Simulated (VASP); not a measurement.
Write the native input for VASP 6.6.1 that does the following.

- Task: single point
- Functional: PBEsol
- Potentials or basis: VASP PAW PBE potentials, release 64 (La)
- Cutoff: 520 eV
- k mesh: 8 × 8 × 5
- Occupations: fermi-dirac, width 0.05 eV
- Spin: no spin polarisation
- Dipole correction: no
- Further INCAR settings: ALGO = Fast; EDIFF = 1e-06; NBANDS = 18

The structure of La lies in POSCAR:

```
La
1.0
    3.6734479077      0.0000000000      0.0000000000
   -1.8367239538      3.1812992075      0.0000000000
    0.0000000000      0.0000000000      5.9460876799
La
2
Direct
    0.6666666667      0.3333333333      0.7500000000
    0.3333333333      0.6666666667      0.2500000000
```

This cell differs from its parent crystal: volume scaled by 0.94.

The input as run:

INCAR

```
PREC = Accurate
ENCUT = 520
EDIFF = 1E-6
ISMEAR = -1
SIGMA = 0.05
LREAL = False
LASPH = True
NELM = 100
ALGO = Fast
ISIF = 2
LWAVE = False
LCHARG = False
GGA = PS
NBANDS = 18
```

KPOINTS

```
regular mesh
0
Gamma
  8 8 5
```

Potentials or basis: VASP PAW PBE potentials, release 64 (La).

Command:

```bash
$ cat potpaw_PBE.64/La/POTCAR > POTCAR
$ mpirun -np 1 vasp_std > vasp.out
```

It gave:

The pressure is 0.1 GPa and the band gap on the k mesh is zero (band 11 reaches 9.50 eV, above the bottom of band 12 at 8.11 eV).

Caveat: the PAW data sets were made with another functional, which shifts forces and pressure a little; spin-orbit coupling is left out, which moves the levels of the heavy elements.

It took 76 s on 1 thread of Intel(R) Xeon(R) 6975P-C (Granite Rapids) (shared host), peak memory 0.21 GiB.
